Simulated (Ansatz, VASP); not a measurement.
## Two plane-wave programs on PtSe

Contents of INCAR:

```
SYSTEM = PtSe
PREC     = Accurate       ! precision mode
ENCUT    = 520            ! plane-wave cutoff, eV
EDIFF    = 1E-6           ! SCF threshold, eV
ISMEAR   = 0              ! smearing method
SIGMA    = 0.05           ! smearing width, eV
LREAL    = .FALSE.        ! projectors in reciprocal space
LASPH    = .TRUE.         ! aspherical terms in the spheres
NELM     = 150            ! most SCF steps
ALGO     = Normal         ! electronic algorithm
ISIF     = 2              ! what is computed and relaxed
LWAVE    = .FALSE.        ! write WAVECAR
LCHARG   = .FALSE.        ! write CHGCAR
ISPIN    = 2              ! spin polarisation
MAGMOM   = 2 -2 0 0       ! initial moments
LORBIT   = 11             ! projections on sites
LMAXMIX  = 4              ! l up to which the mixer works
LDAU     = .TRUE.         ! DFT+U
LDAUTYPE = 2            
LDAUL    = 2 -1           ! shell
LDAUU    = 2 0            ! U, eV
LDAUJ    = 0 0          
LDAUPRINT= 1            
NBANDS   = 28             ! bands
```

Contents of KPOINTS:

```
Automatic mesh
0
G
  6 6 6
  0 0 0
```

Contents of POSCAR:

```
PtSe
1.0
    0.0000000000      2.7984111300      2.7984111300
    5.5968222600      2.7984111300      2.7984111300
    5.5968222600      5.5968222600      0.0000000000
Pt Se
2 2
Direct
    0.5000000000      0.5000000000      0.0000000000
    0.5000000000      0.5000000000      0.5000000000
    0.0000000000      0.0000000000      0.0000000000
    0.0000000000      0.0000000000      0.5000000000
```

Input for Ansatz:

```yaml
crystal:
  lattice:
    - [0.0, 2.79841113, 2.79841113]
    - [5.59682226, 2.79841113, 2.79841113]
    - [5.59682226, 5.59682226, 0.0]
  atoms:
    - { symbol: Pt, position: [0.5, 0.5, 0.0], spin: 2.0 }
    - { symbol: Se, position: [0.0, 0.0, 0.0] }
    - { symbol: Pt, position: [0.5, 0.5, 0.5], spin: -2.0 }
    - { symbol: Se, position: [0.0, 0.0, 0.5] }
basis:
  ecutwfc: 420
  ecutrho_ratio: 4
kpoints:
  mp_grid: { grid: [6, 6, 6] }
hamiltonian:
  xc: lda
  hubbard:
    sites: [{ site: 0, l: d, u_eff: 2.0 }, { site: 2, l: d, u_eff: 2.0 }]
scf:
  occupations: { method: gaussian, width: 0.05 }
  lower_state_search: "off"
  max_iter: 150
output:
  forces: true
  stress: true
  eigenvalues: true
  populations: true
  hubbard: { sites: [{ site: 0, l: d }, { site: 2, l: d }] }
magnetization:
  spin_polarized: true
```

Alike in both runs: task single point; functional LDA; k mesh 6 × 6 × 6; occupations gaussian, width 0.05 eV; collinear spin; Hubbard terms Pt d U = 2.0 eV.

```csv
,VASP,Ansatz
version,VASP 6.6.1,Ansatz 0.2.0
potentials or method,"VASP PAW LDA potentials, release 64 (Pt, Se), cutoff 520 eV","scalar-relativistic, plane waves, PAW"
valence electrons in the cell,32,68
```

Ansatz gave:

| Quantity | Value |
| --- | --- |
| gap on the k mesh at the Fermi level (eV) | none |
| pressure (GPa) | -20.9 |
| net moment per atom (μB) | 0.00 |

Question: What did VASP give for the same quantities?

Answer: gap on the k mesh at the Fermi level (eV): none; pressure (GPa): -21.6; net moment per atom (μB): 0.00.

LDA's correlation is that of Perdew and Zunger in VASP and of Perdew and Wang (1992) in Ansatz. The programs project onto different local orbitals, so the same U acts differently, and such runs can settle in different states. A gap of «none» marks a metal or a gap that the smearing closes. VASP's potentials hold 32 valence electrons a cell and Ansatz's 68, so a difference there can come from the potentials and not from the codes. Ansatz's warnings: filled band counts differ across k points, seeded moment not kept.

Neither program's run includes spin-orbit coupling.
